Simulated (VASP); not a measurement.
# Se (R-3m) in VASP: a series of runs

Runs on Se. Level: PBE. Tasks: relaxation of shape and atoms at fixed volume.

Program: VASP 6.6.1. These are calculated values, not measurements. Logs are shortened: lines on timing, memory, paths and dates and some standing lists are left out, and cuts for length are marked.

### Step 1. The cell of the first run

The typed cell holds 1 atom: a = 2.711 Å, b = 2.711 Å, c = 2.711 Å, α = 90.10°, β = 90.10°, γ = 90.10°.

This isn't the form of Se at room conditions, which is trigonal, of chains.

### Step 2. Relaxation of shape and atoms at fixed volume, PBE (19.94 Å³/atom)

INCAR

```
PREC     = Accurate       # precision mode
ENCUT    = 600            # plane-wave cutoff, eV
EDIFF    = 1E-7           # SCF threshold, eV
ISMEAR   = 0              # smearing method
SIGMA    = 0.1            # smearing width, eV
LREAL    = F              # projectors in reciprocal space
LASPH    = T              # aspherical terms in the spheres
NELM     = 80             # most SCF steps
ALGO     = Normal         # electronic algorithm
ISIF     = 4              # what is computed and relaxed
LWAVE    = F              # write WAVECAR
LCHARG   = F              # write CHGCAR
GGA      = PE             # functional
IBRION   = 2              # ionic algorithm
NSW      = 50             # ionic steps
EDIFFG   = -0.01          # ionic threshold
```

KPOINTS

```
regular mesh
0
Gamma
  15 15 15
```

POSCAR

```
Se
1.0
    1.9189442372      1.1079029719      1.5628083068
   -1.9189442372      1.1079029719      1.5628083068
    0.0000000000     -2.2158059438      1.5628083068
Se
1
Direct
    0.0000000000      0.0000000000      0.0000000000
```

Potentials or basis: VASP PAW PBE potentials, release 64 (Se).

Run with:

```
cat potpaw_PBE.64/Se/POTCAR > POTCAR
mpirun -np 1 vasp_std > vasp.out
```

OUTCAR:

```text
PREC = Accurate
   ENCUT = 600
   EDIFF = 1E-7
   ISMEAR = 0
   LREAL = F
   LASPH = T
   NELM = 80
   ISIF = 4
   GGA = PE
   IBRION = 2
   NSW = 50
   EDIFFG = -0.01

 ion  position               nearest neighbor table
   1  0.000  0.000  0.000-

  LATTYP: Found a trigonal (rhomboedric) cell.
 ALAT       =     2.7114877437
 COS(alpha) =    -0.0017040131

  Lattice vectors:

 A1 = (   1.9189442372,   1.1079029719,   1.5628083068)
 A2 = (  -1.9189442372,   1.1079029719,   1.5628083068)
 A3 = (   0.0000000000,  -2.2158059438,   1.5628083068)

Analysis of symmetry for initial positions (statically):
=====================================================================
 Subroutine PRICEL returns:
 Original cell was already a primitive cell.

 Routine SETGRP: Setting up the symmetry group for a
 trigonal (rhombohedral) supercell.

 Subroutine GETGRP returns: Found 12 space group operations
 (whereof 12 operations were pure point group operations)
 out of a pool of 12 trial point group operations.

The static configuration has the point symmetry D_3d.

Analysis of symmetry for dynamics (positions and initial velocities):
=====================================================================
 Subroutine PRICEL returns:
 Original cell was already a primitive cell.

 Routine SETGRP: Setting up the symmetry group for a
 trigonal (rhombohedral) supercell.

 Subroutine GETGRP returns: Found 12 space group operations
 (whereof 12 operations were pure point group operations)
 out of a pool of 12 trial point group operations.

The dynamic configuration has the point symmetry D_3d.

 Subroutine INISYM returns: Found 12 space group operations
 (whereof 12 operations are pure point group operations),
 and found     1 'primitive' translations

----------------------------------------------------------------------------------------

                                     Primitive cell

  volume of cell :      19.9352

  direct lattice vectors                    reciprocal lattice vectors
     1.918944237  1.107902972  1.562808307     0.260559942  0.150434353  0.213291247
    -1.918944237  1.107902972  1.562808307    -0.260559942  0.150434353  0.213291247
     0.000000000 -2.215805944  1.562808307     0.000000000 -0.300868706  0.213291247

  length of vectors
     2.711487744  2.711487744  2.711487744     0.368802297  0.368802297  0.368802297

  position of ions in fractional coordinates (direct lattice)
     0.000000000  0.000000000  0.000000000

  ion indices of the primitive-cell ions
   primitive index   ion index
                 1           1

----------------------------------------------------------------------------------------

 KPOINTS: regular mesh

Automatic generation of k-mesh.
 Grid dimensions read from file:
 generate k-points for:   15   15   15

 Generating k-lattice:

  Cartesian coordinates                     Fractional coordinates (reciprocal lattice)
     0.017370663  0.010028957  0.014219416     0.066666667  0.000000000  0.000000000
    -0.017370663  0.010028957  0.014219416     0.000000000  0.066666667  0.000000000
     0.000000000 -0.020057914  0.014219416     0.000000000  0.000000000  0.066666667

  Length of vectors
     0.024586820  0.024586820  0.024586820

  Shift w.r.t. Gamma in fractional coordinates (k-lattice)
     0.000000000  0.000000000  0.000000000

 Subroutine IBZKPT returns following result:
 ===========================================

 Found    344 irreducible k-points:

 Following reciprocal coordinates:
            Coordinates               Weight
  0.000000  0.000000  0.000000      1.000000
  0.066667  0.000000  0.000000      6.000000
  0.133333  0.000000  0.000000      6.000000
  0.200000  0.000000  0.000000      6.000000
  0.266667  0.000000  0.000000      6.000000
  0.333333  0.000000  0.000000      6.000000
[... 16 lines left out ...]
  0.133333  0.133333  0.000000      6.000000
  0.200000  0.133333  0.000000     12.000000
 [... further k-points ...]
   k-points           NKPTS =    344   k-points in BZ     NKDIM =    344   number of bands    NBANDS=      7
   number of dos      NEDOS =    301   number of ions     NIONS =      1
   total plane-waves  NPLWV =  13824
   dimension x,y,z NGX =    24 NGY =   24 NGZ =   24
   dimension x,y,z NGXF=    48 NGYF=   48 NGZF=   48
   ions per type =               1
   NGX,Y,Z   is equivalent  to a cutoff of  14.71, 14.71, 14.71 a.u.
   NGXF,Y,Z  is equivalent  to a cutoff of  29.43, 29.43, 29.43 a.u.
 SYSTEM =  unknown system
   PREC   = accura    normal or accurate (medium, high low for compatibility)
   ISTART =      0    job   : 0-new  1-cont  2-samecut
   ICHARG =      2    charge: 1-file 2-atom 10-const
   ISPIN  =      1    spin polarized calculation?
   LNONCOLLINEAR =      F non collinear calculations
   LSORBIT =      F    spin-orbit coupling
   LASPH  =      T    aspherical Exc in radial PAW
   ENCUT  =  600.0 eV  44.10 Ry    6.64 a.u.   5.42  5.42  5.42*2*pi/ulx,y,z
   NELM   =     80;   NELMIN=  2; NELMDL= -5     # of ELM steps
   EDIFF  = 0.1E-06   stopping-criterion for ELM
   LREAL  =      F    real-space projection
   EDIFFG = -.1E-01   stopping-criterion for IOM
   NSW    =     50    number of steps for IOM
   IBRION =      2    ionic relax: 0-MD 1-quasi-New 2-CG
   NFREE  =      1    steps in history (QN), initial steepest desc. (CG)
   ISIF   =      4    stress and relaxation
   ISYM   =      2    0-nonsym 1-usesym 2-fastsym
   POTIM  = 0.5000    time-step for ionic-motion
   TEBEG  =    0.0;   TEEND  =   0.0 temperature during run
   PSTRESS=    0.0 pullay stress
   NELECT =       6.0000    total number of electrons
   NUPDOWN=      -1.0000    fix difference up-down
   EMIN   =  10.00;   EMAX   =-10.00  energy-range for DOS
   EFERMI =   0.00;   METHOD = LEGACY
   ISMEAR =     0;   SIGMA  =   0.10  broadening in eV -4-tet -1-fermi 0-gaus
   EFERMI_NEDOS =   21; number of points for ismear=-14 and -15
   IALGO  =     38    algorithm
   IMIX   =      4    mixing-type and parameters
     AMIX     =   0.40;   BMIX     =  1.00
     AMIX_MAG =   1.60;   BMIX_MAG =  1.00
  volume/ion in A,a.u.               =      19.94       134.53
  Fermi-wavevector in a.u.,A,eV,Ry     =   1.097114  2.073244 16.376762  1.203658
  Thomas-Fermi vector in A             =   2.233468
   LORBIT       =      0    0 simple, 1 ext, 2 COOP (PROOUT), +10 PAW based schemes
   GGA     = PE    functional components
   LHFCALC =     F    Hartree Fock is set to
   AEXX    =    0.0000 exact exchange contribution
   IVDW    =     0    specifies the selected vdW correction
   LEPSILON=     F    determine dielectric tensor
   LRPA    =     F    only Hartree local field effects (RPA)
 conjugate gradient relaxation of ions
 non-spin polarized calculation
 Gauss-broadening in eV      SIGMA  =   0.10
  energy-cutoff  :      600.00
  volume of cell :       19.94
 maximum number of plane-waves:       691
 NGX is ok and might be reduce to    24
   NGX = 11   NGY = 11   NGZ = 11

 number of electron       5.9999999 magnetization

 Free energy of the ion-electron system (eV)
  ---------------------------------------------------
  ext. energy  EPLUGINS =         0.00000000
  ---------------------------------------------------
  free energy    TOTEN  =        -3.24332065 eV

  energy without entropy =       -3.24028818  energy(sigma->0) =       -3.24180442

 E-fermi :   6.3083     XC(G=0): -10.4900

 val. band max:        6.3061288571   @ k =  -0.2667   0.4000   0.2000
 cond. band min:       6.3173145980   @ k =  -0.3333   0.3333   0.2000
 fundamental gap:      0.0111857410
 Fermi energy:         6.3083200279

 k-point     1 :       0.0000    0.0000    0.0000
  band No.  band energies     occupation
      1     -10.9421      2.00000
      2       7.8785      0.00000
      3       7.8935      0.00000
      4       7.8935      0.00000
      5      13.8239      0.00000
      6      13.8239      0.00000
      7      14.8822      0.00000

 k-point     2 :       0.0667    0.0000    0.0000
  band No.  band energies     occupation
      1     -10.8683      2.00000
      2       7.0366      0.00000
      3       7.9435      0.00000
      4       7.9534      0.00000
      5      13.8942      0.00000
      6      14.3682      0.00000
      7      15.4146      0.00000

 k-point     3 :       0.1333    0.0000    0.0000
  band No.  band energies     occupation
      1     -10.6500      2.00000
      2       5.3046      2.00000
      3       8.1183      0.00000
      4       8.1283      0.00000
      5      14.1023      0.00000
      6      14.8169      0.00000
      7      17.3506      0.00000

 k-point     4 :       0.2000    0.0000    0.0000
  band No.  band energies     occupation
      1     -10.2971      2.00000
      2       3.4365      2.00000
      3       8.3928      0.00000
      4       8.4028      0.00000
      5      14.4382      0.00000
      6      15.2644      0.00000
      7      19.7397      0.00000

 k-point     5 :       0.2667    0.0000    0.0000
  band No.  band energies     occupation
      1      -9.8313      2.00000
      2       1.6761      2.00000
      3       8.7378      0.00000
      4       8.7477      0.00000
      5      14.8807      0.00000
      6      15.8492      0.00000
      7      21.6878      0.00000

 k-point     6 :       0.3333    0.0000    0.0000
  band No.  band energies     occupation
      1      -9.2970      2.00000
      2       0.1402      2.00000
      3       9.1056      0.00000
      4       9.1155      0.00000
      5      15.3871      0.00000
      6      16.5871      0.00000
      7      21.6784      0.00000

 k-point     7 :       0.4000    0.0000    0.0000
  band No.  band energies     occupation
      1      -8.7822      2.00000
      2      -1.0531      2.00000
      3       9.4267      0.00000
      4       9.4366      0.00000
      5      15.8728      0.00000
      6      17.4752      0.00000
      7      20.7011      0.00000
[... 121 lines left out ...]
 k-point    20 :      -0.2000    0.0667   -0.0000
  band No.  band energies     occupation
      1     -10.2239      2.00000
      2       3.5061      2.00000
      3       7.5812      0.00000
      4       8.4566      0.00000
      5      14.7959      0.00000
      6      15.9088      0.00000
      7      19.7057      0.00000

 k-point    21 :      -0.1333    0.0667   -0.0000
  band No.  band energies     occupation
      1     -10.5766      2.00000
      2       5.3712      2.00000
      3       7.2907      0.00000
      4       8.1826      0.00000
      5      14.4376      0.00000
      6      15.5201      0.00000
      7      17.4000      0.00000

 k-point    22 :      -0.0667    0.0667    0.0000
  band No.  band energies     occupation
      1     -10.7948      2.00000
      2       7.0504      0.00000
      3       7.1534      0.00000
      4       8.0081      0.00000
      5      14.1789      0.00000
      6      14.9614      0.00000
      7      15.6656      0.00000

 k-point    23 :       0.1333    0.1333    0.0000
  band No.  band energies     occupation
      1     -10.3571      2.00000
      2       5.4636      2.00000
      3       5.6588      2.00000
      4       8.3573      0.00000
      5      14.7431      0.00000
      6      17.4648      0.00000
      7      17.6069      0.00000

 k-point    24 :       0.2000    0.1333    0.0000
  band No.  band energies     occupation
      1     -10.0039      2.00000
      2       3.6954      2.00000
      3       5.8733      2.00000
      4       8.6303      0.00000
      5      15.1200      0.00000
      6      17.7096      0.00000
      7      19.5863      0.00000

 [... further k-points ...]

------------------------ aborting loop because EDIFF is reached ----------------------------------------

  FORCE on cell =-STRESS in cart. coord.  units (eV):
  Direction    XX          YY          ZZ          XY          YZ          ZX
  --------------------------------------------------------------------------------------
  -------------------------------------------------------------------------------------
  Total        1.5093603      1.5093603      1.4962227      0.0000000      0.0000000      0.0000000
  in kB      121.3060479    121.3060479    120.2501944      0.0000000      0.0000000      0.0000000
  external PRESSURE =     120.9540968 kB  Pullay stress =       0.0000000 kB

 VOLUME and BASIS-vectors are now :
 -----------------------------------------------------------------------------
  energy-cutoff  :      600.00
  volume of cell :       19.94
      direct lattice vectors                 reciprocal lattice vectors
     1.918944237  1.107902972  1.562808307     0.260559942  0.150434353  0.213291247
    -1.918944237  1.107902972  1.562808307    -0.260559942  0.150434353  0.213291247
     0.000000000 -2.215805944  1.562808307     0.000000000 -0.300868706  0.213291247

 POSITION                                       TOTAL-FORCE (eV/Angst)
 -----------------------------------------------------------------------------------
      0.00000      0.00000      0.00000         0.000000      0.000000      0.000000
 -----------------------------------------------------------------------------------
    total drift:                                0.000000      0.000000     -0.000000

  FREE ENERGIE OF THE ION-ELECTRON SYSTEM (eV)
  ---------------------------------------------------
  free  energy   TOTEN  =        -3.2433206539 eV

  energy  without entropy=       -3.2402881814  energy(sigma->0) =       -3.24180442

 reached required accuracy - stopping structural energy minimisation
```

Run time: 50 s. Hardware: 1 thread of AMD EPYC 7R13, shared host; peak memory 0.16 GiB.

What came out:

```yaml
Free_energy: -3.2433 eV
Pressure_after_relaxing: 12.1 GPa
Band_gap_on_the_k_mesh: zero (bands 3 and 4 overlap by 7.09 eV)
```

Stress tensor (GPa, compression positive):
```
12.13  0.00  0.00
 0.00 12.13  0.00
 0.00  0.00 12.03
```

Final structure:
```yaml
crystal:
  lattice:
    - [1.91894, 1.10790, 1.56281]
    - [-1.91894, 1.10790, 1.56281]
    - [0.00000, -2.21581, 1.56281]
  atoms:
    - { symbol: Se, position: [0.00000, 0.00000, 0.00000] }
```

Levels at points of the mesh, in eV from the Fermi level:
| k point | band 1 | band 2 | band 3 | band 4 | band 5 | band 6 | band 7 |
| --- | --- | --- | --- | --- | --- | --- | --- |
| (0.00, 0.00, 0.00) | -17.25 | 1.57 | 1.59 | 1.59 | 7.52 | 7.52 | 8.57 |

Caveat: the relaxation stopped at its first step, so nothing moved.

### Step 3. Relaxation of shape and atoms at fixed volume, PBE (20.61 Å³/atom)

This run uses another cell than the first one, of 20.61 Å³/atom.

INCAR

```
ALGO     = Normal         # electronic algorithm
EDIFF    = 1E-6           # SCF threshold, eV
EDIFFG   = -0.01          # ionic threshold
ENCUT    = 600            # plane-wave cutoff, eV
GGA      = PE             # functional
IBRION   = 2              # ionic algorithm
ISIF     = 4              # what is computed and relaxed
ISMEAR   = 0              # smearing method
LASPH    = True           # aspherical terms in the spheres
LCHARG   = False          # write CHGCAR
LREAL    = False          # projectors in reciprocal space
LWAVE    = False          # write WAVECAR
NELM     = 80             # most SCF steps
NSW      = 50             # ionic steps
PREC     = Accurate       # precision mode
SIGMA    = 0.1            # smearing width, eV
```

KPOINTS

```
k-points
0
Gamma
  15 15 15
```

POSCAR

```
Se
1.0
    1.9405072132      1.1203523619      1.5803694206
   -1.9405072132      1.1203523619      1.5803694206
    0.0000000000     -2.2407047238      1.5803694206
Se
1
Direct
    0.0000000000      0.0000000000      0.0000000000
```

Potentials or basis: VASP PAW PBE potentials, release 64 (Se).

Run with:

```
cat potpaw_PBE.64/Se/POTCAR > POTCAR
mpirun -np 1 vasp_std > vasp.out
```

OUTCAR:

```text
EDIFF = 1E-6
   EDIFFG = -0.01
   ENCUT = 600
   GGA = PE
   IBRION = 2
   ISIF = 4
   ISMEAR = 0
   LASPH = True
   LREAL = False
   NELM = 80
   NSW = 50
   PREC = Accurate

 ion  position               nearest neighbor table
   1  0.000  0.000  0.000-

  LATTYP: Found a trigonal (rhomboedric) cell.
 ALAT       =     2.7419564484
 COS(alpha) =    -0.0017040130

  Lattice vectors:

 A1 = (   1.9405072132,   1.1203523619,   1.5803694206)
 A2 = (  -1.9405072132,   1.1203523619,   1.5803694206)
 A3 = (   0.0000000000,  -2.2407047238,   1.5803694206)

Analysis of symmetry for initial positions (statically):
=====================================================================
 Subroutine PRICEL returns:
 Original cell was already a primitive cell.

 Routine SETGRP: Setting up the symmetry group for a
 trigonal (rhombohedral) supercell.

 Subroutine GETGRP returns: Found 12 space group operations
 (whereof 12 operations were pure point group operations)
 out of a pool of 12 trial point group operations.

The static configuration has the point symmetry D_3d.

Analysis of symmetry for dynamics (positions and initial velocities):
[... 165 lines left out ...]

 k-point     1 :       0.0000    0.0000    0.0000
  band No.  band energies     occupation
      1     -11.0486      2.00000
      2       7.3780      0.00000
      3       7.3924      0.00000
      4       7.3924      0.00000
      5      13.4451      0.00000
      6      13.4451      0.00000
      7      14.2346      0.00000
[... 221 lines left out ...]
 k-point    24 :       0.2000    0.1333    0.0000
  band No.  band energies     occupation
      1     -10.1490      2.00000
      2       3.3651      2.00000
      3       5.4595      2.00000
      4       8.0927      0.00000
      5      14.6405      0.00000
      6      17.0946      0.00000
      7      18.9550      0.00000

 [... further k-points ...]

------------------------ aborting loop because EDIFF is reached ----------------------------------------

  FORCE on cell =-STRESS in cart. coord.  units (eV):
  Direction    XX          YY          ZZ          XY          YZ          ZX
  --------------------------------------------------------------------------------------
  -------------------------------------------------------------------------------------
  Total        1.0683108      1.0683108      1.0596299      0.0000000      0.0000000      0.0000000
  in kB       83.0287371     83.0287371     82.3540619      0.0000000      0.0000000      0.0000000
  external PRESSURE =      82.8038453 kB  Pullay stress =       0.0000000 kB

 VOLUME and BASIS-vectors are now :
 -----------------------------------------------------------------------------
  energy-cutoff  :      600.00
  volume of cell :       20.61
      direct lattice vectors                 reciprocal lattice vectors
     1.940507213  1.120352362  1.580369421     0.257664592  0.148762722  0.210921149
    -1.940507213  1.120352362  1.580369421    -0.257664592  0.148762722  0.210921149
     0.000000000 -2.240704724  1.580369421     0.000000000 -0.297525443  0.210921149

 POSITION                                       TOTAL-FORCE (eV/Angst)
 -----------------------------------------------------------------------------------
      0.00000      0.00000      0.00000         0.000000     -0.000000     -0.000000
 -----------------------------------------------------------------------------------
    total drift:                                0.000000      0.000000     -0.000000

  FREE ENERGIE OF THE ION-ELECTRON SYSTEM (eV)
  ---------------------------------------------------
  free  energy   TOTEN  =        -3.2863290082 eV

  energy  without entropy=       -3.2833725517  energy(sigma->0) =       -3.28485078

 reached required accuracy - stopping structural energy minimisation
```

CONTCAR:

```text
Se
   1.00000000000000
     1.9405072132000001    1.1203523619000000    1.5803694206000001
    -1.9405072132000001    1.1203523619000000    1.5803694206000001
     0.0000000000000000   -2.2407047238000000    1.5803694206000001
  Se
     1
Direct
     0.0000000000000000    0.0000000000000000    0.0000000000000000

  0.00000000E+00  0.00000000E+00  0.00000000E+00
```

Wall time 56 s (1 thread of AMD EPYC 7R13, shared host); peak memory 0.16 GiB.

Results:

```
Free energy             : -3.2863 eV
Pressure after relaxing : 8.3 GPa
Band gap on the k mesh  : zero (bands 3 and 4 overlap by 6.81 eV)
```

Final structure:
```
CELL_PARAMETERS angstrom
1.94051 1.12035 1.58037
-1.94051 1.12035 1.58037
0.00000 -2.24070 1.58037
ATOMIC_POSITIONS crystal
Se 0.00000 0.00000 0.00000
```

Caveat: the relaxation stopped at its first step, so nothing moved.

(Part 1 of 2 ends here.)
